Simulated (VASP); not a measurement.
# Se (P3_121) in VASP: further runs

Aim: see how the results for Se move with the level of theory and the settings. Levels: PBE, r2SCAN. Tasks: single point.

All numbers are computed with VASP 6.6.1; they aren't measurements. Logs are shortened: lines on timing, memory, paths and dates and some standing lists are left out, and cuts for length are marked.

**1. The cell of the first run**

The structure is trigonal, space group P3_121 (No. 152). The conventional cell has a = 4.293 Å, b = 4.293 Å, c = 5.041 Å, α = 90.00°, β = 90.00°, γ = 120.00°. Se (site symmetry 2) has 2 Se at 2.39 Å within 3.2 Å.

**2. Single point, PBE**

File INCAR:

```
SYSTEM = Se
PREC     = Accurate       ! precision mode
ENCUT    = 520            ! plane-wave cutoff, eV
EDIFF    = 1E-7           ! SCF threshold, eV
ISMEAR   = 0              ! smearing method
SIGMA    = 0.01           ! smearing width, eV
LREAL    = .FALSE.        ! projectors in reciprocal space
LASPH    = .TRUE.         ! aspherical terms in the spheres
NELM     = 100            ! most SCF steps
ALGO     = Normal         ! electronic algorithm
ISIF     = 2              ! what is computed and relaxed
LWAVE    = .FALSE.        ! write WAVECAR
LCHARG   = .TRUE.         ! write CHGCAR
GGA      = PE             ! functional
LELF     = .TRUE.         ! ELF
LVHAR    = .TRUE.       
NBANDS   = 16             ! bands
```

File KPOINTS:

```
Automatic mesh
0
G
  12 12 6
  0 0 0
```

File POSCAR:

```
Se
1.0
    4.2926573617      0.0000000000      0.0000000000
   -2.1463286808      3.7175503250      0.0000000000
    0.0000000000      0.0000000000      5.0408504902
Se
3
Direct
    0.2284670344      0.0000000000      0.3333333333
    0.0000000000      0.2284670344      0.6666666667
    0.7715329656      0.7715329656      0.0000000000
```

Potentials or basis: VASP PAW PBE potentials, release 64 (Se).

On the command line:

```bash
$ cat potpaw_PBE.64/Se/POTCAR > POTCAR
$ mpirun -np 1 vasp_std > vasp.out
```

OUTCAR:

```text
SYSTEM = Se
   PREC = Accurate
   ENCUT = 520
   EDIFF = 1E-7
   ISMEAR = 0
   LREAL = .FALSE.
   LASPH = .TRUE.
   NELM = 100
   ISIF = 2
   GGA = PE

 ion  position               nearest neighbor table
   1  0.228  0.000  0.333-   3 2.39   2 2.39
   2  0.000  0.228  0.667-   3 2.39   1 2.39
   3  0.772  0.772  0.000-   2 2.39   1 2.39

  LATTYP: Found a hexagonal cell.
 ALAT       =     4.2926573617
 C/A-ratio  =     1.1742960282

  Lattice vectors:

 A1 = (   4.2926573617,   0.0000000000,   0.0000000000)
 A2 = (  -2.1463286808,   3.7175503250,   0.0000000000)
 A3 = (   0.0000000000,   0.0000000000,   5.0408504902)

Analysis of symmetry for initial positions (statically):
=====================================================================
 Subroutine PRICEL returns:
 Original cell was already a primitive cell.

 Routine SETGRP: Setting up the symmetry group for a
 hexagonal supercell.

 Subroutine GETGRP returns: Found  6 space group operations
 (whereof  2 operations were pure point group operations)
 out of a pool of 24 trial point group operations.

The static configuration has the point symmetry C_2 .
 The point group associated with its full space group is D_3 .

Analysis of symmetry for dynamics (positions and initial velocities):
=====================================================================
 Subroutine PRICEL returns:
 Original cell was already a primitive cell.

 Routine SETGRP: Setting up the symmetry group for a
 hexagonal supercell.

 Subroutine GETGRP returns: Found  6 space group operations
 (whereof  2 operations were pure point group operations)
 out of a pool of 24 trial point group operations.

The dynamic configuration has the point symmetry C_2 .
 The point group associated with its full space group is D_3 .

 Subroutine INISYM returns: Found  6 space group operations
 (whereof  2 operations are pure point group operations),
 and found     1 'primitive' translations

----------------------------------------------------------------------------------------

                                     Primitive cell

  volume of cell :      80.4427

  direct lattice vectors                    reciprocal lattice vectors
     4.292657362  0.000000000  0.000000000     0.232955933  0.134497171  0.000000000
    -2.146328681  3.717550325  0.000000000     0.000000000  0.268994341  0.000000000
     0.000000000  0.000000000  5.040850490     0.000000000  0.000000000  0.198379222

  length of vectors
     4.292657362  4.292657362  5.040850490     0.268994341  0.268994341  0.198379222

  position of ions in fractional coordinates (direct lattice)
     0.228467034  0.000000000  0.333333333
     0.000000000  0.228467034  0.666666667
     0.771532966  0.771532966  0.000000000

  ion indices of the primitive-cell ions
   primitive index   ion index
                 1           1
                 2           2
                 3           3

----------------------------------------------------------------------------------------

 KPOINTS: Automatic mesh

Automatic generation of k-mesh.
 Grid dimensions read from file:
 generate k-points for:   12   12    6

 Generating k-lattice:

  Cartesian coordinates                     Fractional coordinates (reciprocal lattice)
     0.019412994  0.011208098  0.000000000     0.083333333  0.000000000  0.000000000
     0.000000000  0.022416195  0.000000000     0.000000000  0.083333333  0.000000000
     0.000000000  0.000000000  0.033063204     0.000000000  0.000000000  0.166666667

  Length of vectors
     0.022416195  0.022416195  0.033063204

  Shift w.r.t. Gamma in fractional coordinates (k-lattice)
     0.000000000  0.000000000  0.000000000

 Subroutine IBZKPT returns following result:
 ===========================================

 Found    100 irreducible k-points:

 Following reciprocal coordinates:
            Coordinates               Weight
  0.000000  0.000000  0.000000      1.000000
  0.083333 -0.000000  0.000000      6.000000
  0.166667  0.000000  0.000000      6.000000
  0.250000 -0.000000  0.000000      6.000000
  0.333333  0.000000  0.000000      6.000000
  0.416667 -0.000000  0.000000      6.000000
[... 16 lines left out ...]
  0.166667  0.000000  0.166667      6.000000
  0.000000  0.166667  0.166667      6.000000
 [... further k-points ...]
   k-points           NKPTS =    100   k-points in BZ     NKDIM =    100   number of bands    NBANDS=     16
   number of dos      NEDOS =    301   number of ions     NIONS =      3
   total plane-waves  NPLWV =  40960
   dimension x,y,z NGX =    32 NGY =   32 NGZ =   40
   dimension x,y,z NGXF=    64 NGYF=   64 NGZF=   80
   ions per type =               3
   NGX,Y,Z   is equivalent  to a cutoff of  12.39, 12.39, 13.19 a.u.
   NGXF,Y,Z  is equivalent  to a cutoff of  24.79, 24.79, 26.38 a.u.
 SYSTEM =  Se
   PREC   = accura    normal or accurate (medium, high low for compatibility)
   ISTART =      0    job   : 0-new  1-cont  2-samecut
   ICHARG =      2    charge: 1-file 2-atom 10-const
   ISPIN  =      1    spin polarized calculation?
   LNONCOLLINEAR =      F non collinear calculations
   LSORBIT =      F    spin-orbit coupling
   LASPH  =      T    aspherical Exc in radial PAW
   ENCUT  =  520.0 eV  38.22 Ry    6.18 a.u.   7.98  7.98  9.37*2*pi/ulx,y,z
   NELM   =    100;   NELMIN=  2; NELMDL= -5     # of ELM steps
   EDIFF  = 0.1E-06   stopping-criterion for ELM
   LREAL  =      F    real-space projection
   EDIFFG = 0.1E-05   stopping-criterion for IOM
   NSW    =      0    number of steps for IOM
   IBRION =     -1    ionic relax: 0-MD 1-quasi-New 2-CG
   NFREE  =      0    steps in history (QN), initial steepest desc. (CG)
   ISIF   =      2    stress and relaxation
   ISYM   =      2    0-nonsym 1-usesym 2-fastsym
   POTIM  = 0.5000    time-step for ionic-motion
   TEBEG  =    0.0;   TEEND  =   0.0 temperature during run
   PSTRESS=    0.0 pullay stress
   NELECT =      18.0000    total number of electrons
   NUPDOWN=      -1.0000    fix difference up-down
   EMIN   =  10.00;   EMAX   =-10.00  energy-range for DOS
   EFERMI =   0.00;   METHOD = LEGACY
   ISMEAR =     0;   SIGMA  =   0.01  broadening in eV -4-tet -1-fermi 0-gaus
   EFERMI_NEDOS =   21; number of points for ismear=-14 and -15
   IALGO  =     38    algorithm
   IMIX   =      4    mixing-type and parameters
     AMIX     =   0.40;   BMIX     =  1.00
     AMIX_MAG =   1.60;   BMIX_MAG =  1.00
  volume/ion in A,a.u.               =      26.81       180.95
  Fermi-wavevector in a.u.,A,eV,Ry     =   0.993886  1.878173 13.439970  0.987810
  Thomas-Fermi vector in A             =   2.125799
   LORBIT       =      0    0 simple, 1 ext, 2 COOP (PROOUT), +10 PAW based schemes
   GGA     = PE    functional components
   LHFCALC =     F    Hartree Fock is set to
   AEXX    =    0.0000 exact exchange contribution
   IVDW    =     0    specifies the selected vdW correction
   LEPSILON=     F    determine dielectric tensor
   LRPA    =     F    only Hartree local field effects (RPA)
 non-spin polarized calculation
 Gauss-broadening in eV      SIGMA  =   0.01
  energy-cutoff  :      520.00
  volume of cell :       80.44
 maximum number of plane-waves:      2187
   NGX = 15   NGY = 15   NGZ = 19

 number of electron      17.9999999 magnetization

 Free energy of the ion-electron system (eV)
  ---------------------------------------------------
  ext. energy  EPLUGINS =         0.00000000
  ---------------------------------------------------
  free energy    TOTEN  =       -10.47851087 eV

  energy without entropy =      -10.47851087  energy(sigma->0) =      -10.47851087

 E-fermi :   2.8605     XC(G=0):  -8.9414

 val. band max:        2.8106055215   @ k =   0.4167   0.1667   0.5000
 cond. band min:       3.6265561819   @ k =   0.3333   0.3333   0.5000
 fundamental gap:      0.8159506605
 Fermi energy:         2.8605175589

 k-point     1 :       0.0000    0.0000    0.0000
  band No.  band energies     occupation
      1     -12.9970      2.00000
      2      -8.9529      2.00000
      3      -8.9529      2.00000
      4      -0.9227      2.00000
      5      -0.9227      2.00000
      6      -0.8593      2.00000
[... 8 lines left out ...]
     15       9.2663      0.00000
     16      11.2105      0.00000

 k-point     2 :       0.0833   -0.0000    0.0000
  band No.  band energies     occupation
      1     -12.9662      2.00000
      2      -8.9760      2.00000
      3      -8.9483      2.00000
      4      -1.2633      2.00000
      5      -1.0422      2.00000
      6      -0.7105      2.00000
[... 8 lines left out ...]
     15       9.6084      0.00000
     16      11.1404      0.00000

 k-point     3 :       0.1667    0.0000    0.0000
  band No.  band energies     occupation
      1     -12.8788      2.00000
      2      -9.0462      2.00000
      3      -8.9357      2.00000
      4      -1.7006      2.00000
      5      -1.2826      2.00000
      6      -0.6976      2.00000
[... 8 lines left out ...]
     15      10.2371      0.00000
     16      11.1696      0.00000

 k-point     4 :       0.2500   -0.0000    0.0000
  band No.  band energies     occupation
      1     -12.7499      2.00000
      2      -9.1600      2.00000
      3      -8.9180      2.00000
      4      -2.0573      2.00000
      5      -1.5267      2.00000
      6      -0.7560      2.00000
[... 8 lines left out ...]
     15      10.8667      0.00000
     16      11.6128      0.00000
[... 324 lines left out ...]
 k-point    22 :       0.0000    0.0833    0.1667
  band No.  band energies     occupation
      1     -12.8388      2.00000
      2     -10.0388      2.00000
      3      -7.9125      2.00000
      4      -1.4343      2.00000
      5      -1.0992      2.00000
      6      -0.5296      2.00000
[... 8 lines left out ...]
     15       9.8948      0.00000
     16      10.5962      0.00000

 k-point    23 :       0.1667    0.0000    0.1667
  band No.  band energies     occupation
      1     -12.7535      2.00000
      2     -10.0139      2.00000
      3      -8.0219      2.00000
      4      -1.7421      2.00000
      5      -1.2469      2.00000
      6      -0.5858      2.00000
[... 8 lines left out ...]
     15      10.3290      0.00000
     16      10.5012      0.00000

 k-point    24 :       0.0000    0.1667    0.1667
  band No.  band energies     occupation
      1     -12.7527      2.00000
      2     -10.0243      2.00000
      3      -7.9995      2.00000
      4      -1.6643      2.00000
      5      -1.5624      2.00000
      6      -0.5397      2.00000
[... 8 lines left out ...]
     15      10.1593      0.00000
     16      11.1256      0.00000

 [... further k-points ...]

------------------------ aborting loop because EDIFF is reached ----------------------------------------

  FORCE on cell =-STRESS in cart. coord.  units (eV):
  Direction    XX          YY          ZZ          XY          YZ          ZX
  --------------------------------------------------------------------------------------
  -------------------------------------------------------------------------------------
  Total        1.0523903      1.0523903      1.4781369      0.0000000      0.0000000     -0.0000000
  in kB       20.9604453     20.9604453     29.4400368      0.0000000      0.0000000     -0.0000000
  external PRESSURE =      23.7869758 kB  Pullay stress =       0.0000000 kB

 VOLUME and BASIS-vectors are now :
 -----------------------------------------------------------------------------
  energy-cutoff  :      520.00
  volume of cell :       80.44
      direct lattice vectors                 reciprocal lattice vectors
     4.292657362  0.000000000  0.000000000     0.232955933  0.134497171  0.000000000
    -2.146328681  3.717550325  0.000000000     0.000000000  0.268994341  0.000000000
     0.000000000  0.000000000  5.040850490     0.000000000  0.000000000  0.198379222

 POSITION                                       TOTAL-FORCE (eV/Angst)
 -----------------------------------------------------------------------------------
      0.98073      0.00000      1.68028         0.333485     -0.000000     -0.000000
     -0.49037      0.84934      3.36057        -0.166742      0.288806      0.000000
      1.65596      2.86821      0.00000        -0.166742     -0.288806     -0.000000
 -----------------------------------------------------------------------------------
    total drift:                                0.000000      0.000000     -0.000000

  FREE ENERGIE OF THE ION-ELECTRON SYSTEM (eV)
  ---------------------------------------------------
  free  energy   TOTEN  =       -10.4785108679 eV

  energy  without entropy=      -10.4785108679  energy(sigma->0) =      -10.47851087
```

Wall time 80 s (1 thread of AMD EPYC 7R13 (Zen 3), shared host); peak memory 0.22 GiB.

What came out:

* Free energy: -10.4785 eV
* Pressure: 2.4 GPa
* Largest force: 0.333 eV/Å
* Band gap on the k mesh: 0.82 eV (least direct gap 0.97 eV)

Forces in eV/Å, atoms in the order of the input:
```
Se   0.333  0.000  0.000
Se  -0.167  0.289  0.000
Se  -0.167 -0.289  0.000
```

Stress tensor (GPa, compression positive):
```
2.10 0.00 0.00
0.00 2.10 0.00
0.00 0.00 2.94
```

Levels at points of the mesh, in eV from the valence-band top:
```tsv
k point	band 6	band 7	band 8	band 9	band 10	band 11	band 12	band 13
(0.00, 0.00, 0.00)	-3.67	-1.97	-1.97	-0.40	1.76	1.76	2.19	6.27
(0.50, 0.00, 0.00)	-3.45	-3.01	-1.72	-1.01	1.83	2.24	4.13	5.14
(0.00, 0.00, 0.50)	-3.26	-1.48	-1.48	-1.21	1.17	1.22	1.22	6.11
(0.50, 0.00, 0.50)	-4.19	-1.97	-1.49	-0.02	1.49	2.79	2.84	6.20
```

**3. Single point, r2SCAN**

POSCAR is that of step 2.

File INCAR.step1:

```
SYSTEM = Se
  PREC = Accurate
  ENCUT = 520
  ISMEAR = 0
  SIGMA = 0.01
  LREAL = .False.
  LASPH = .True.
  NELM = 100
  NBANDS = 16
  GGA = PE
  ALGO = Normal
  EDIFF = 1E-4
  LWAVE = .True.
  LCHARG = .False.
```

File INCAR.step2:

```
SYSTEM = Se
  PREC = Accurate
  ENCUT = 520
  EDIFF = 1E-6
  ISMEAR = 0
  SIGMA = 0.01
  LREAL = .False.
  LASPH = .True.
  NELM = 100
  ALGO = Normal
  ISIF = 2
  LWAVE = .False.
  LCHARG = .False.
  METAGGA = R2SCAN
  LMIXTAU = .True.
  NBANDS = 16
  ISTART = 1
```

File KPOINTS:

```
regular mesh
0
Gamma
  12 12 6
  0 0 0
```

Potentials or basis: VASP PAW PBE potentials, release 64 (Se).

On the command line:

```bash
$ cat potpaw_PBE.64/Se/POTCAR > POTCAR
$ cp INCAR.step1 INCAR
$ mpirun -np 1 vasp_std > vasp.out
$ cp INCAR.step2 INCAR
$ mpirun -np 1 vasp_std > vasp.out
```

It took 5.3 min on 1 thread of AMD EPYC 7R13 (Zen 3), shared host; peak memory 0.23 GiB.

Results (log left out):

| Quantity | Value |
| --- | --- |
| Free energy | -42.9066 eV |
| Pressure | 0.8 GPa |
| Largest force | 0.039 eV/Å |
| Band gap on the k mesh | 1.05 eV (least direct gap 1.23 eV) |

Forces in eV/Å, atoms in the order of the input:
```
Se  -0.039  0.000  0.000
Se   0.020 -0.034  0.000
Se   0.020  0.034  0.000
```

Stress tensor (GPa, compression positive):
```
0.89 0.00 0.00
0.00 0.89 0.00
0.00 0.00 0.65
```

Levels at points of the mesh, in eV from the valence-band top:
```tsv
k point	band 6	band 7	band 8	band 9	band 10	band 11	band 12	band 13
(0.00, 0.00, 0.00)	-3.80	-2.07	-2.07	-0.45	1.99	1.99	2.42	6.91
(0.50, 0.00, 0.00)	-3.57	-3.08	-1.80	-1.07	2.07	2.49	4.40	5.55
(0.00, 0.00, 0.50)	-3.40	-1.53	-1.53	-1.30	1.34	1.47	1.47	6.65
(0.50, 0.00, 0.50)	-4.34	-2.01	-1.55	-0.01	1.70	3.01	3.08	6.63
```

Caveat: the PAW data sets were made with another functional, which shifts forces and pressure a little. A k mesh can miss the band edges.
